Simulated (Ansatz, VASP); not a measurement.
## TiCo in VASP and in Ansatz

```
Ti Co
1.0
     2.98611    0.00000    0.00000
     0.00000    2.98611    0.00000
     0.00000    0.00000    2.98611
Ti Co
1 1
Direct
  0.00000 0.00000 0.00000
  0.50000 0.50000 0.50000
```

Alike in both runs: task single point; functional PBE; k mesh 14 × 14 × 14; occupations gaussian, width 0.05 eV; collinear spin.

|  | VASP | Ansatz |
| --- | --- | --- |
| version | VASP 6.6.1 | Ansatz 0.2.0 |
| potentials or method | VASP PAW PBE potentials, release 64 (Ti_sv, Co), cutoff 520 eV | scalar-relativistic, plane waves, PAW |
| valence electrons in the cell | 21 | 29 |

```tsv
	VASP	Ansatz	Ansatz less VASP
pressure (GPa)	-0.5	-0.1	+0.40
net moment per atom (μB)	0.45	0.45	+0.004
size of the moment on the site where the two differ most (μB)	0.97	1.00	+0.029
```

Site moments also hang on the region over which each program counts them. VASP's potentials hold 21 valence electrons a cell and Ansatz's 29, so a difference there can come from the potentials and not from the codes.
